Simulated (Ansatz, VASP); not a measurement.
MgSnO2 in VASP and in Ansatz

```
CELL_PARAMETERS angstrom
4.29032 0.00000 0.00000
0.00000 4.29032 0.00000
0.00000 0.00000 2.99132
ATOMIC_POSITIONS crystal
Mg 0.50000 0.50000 0.50000
Sn 0.00000 0.00000 0.00000
O 0.50000 0.00000 0.00000
O 0.00000 0.50000 0.00000
```

Alike in both runs: functional PBE; k mesh 4 × 4 × 6; occupations gaussian, width 0.1 eV; no spin polarisation.

Ansatz relaxed the structure, and its values are those at the end. VASP's run is a single point on that final structure, the one shown.

|  | VASP | Ansatz |
| --- | --- | --- |
| version | VASP 6.6.1 | Ansatz 0.2.0 |
| potentials or method | VASP PAW PBE potentials, release 64 (Mg_sv, Sn_d, O), cutoff 750 eV | scalar-relativistic, plane waves, PAW |
| valence electrons in the cell | 36 | 36 |

Ansatz gave:

| Item | Value |
| --- | --- |
| gap on the k mesh at the Fermi level (eV) | none |
| pressure (GPa) | 0.0 |

**Question.** Estimate VASP's values.

**Answer.** gap on the k mesh at the Fermi level (eV): none; pressure (GPa): -0.1.

A gap of «none» marks a metal or a gap that the smearing closes. With one functional, cell and mesh, what is left measures potentials, basis and numerics.

The k mesh is coarse, so the values compare programs but aren't converged.
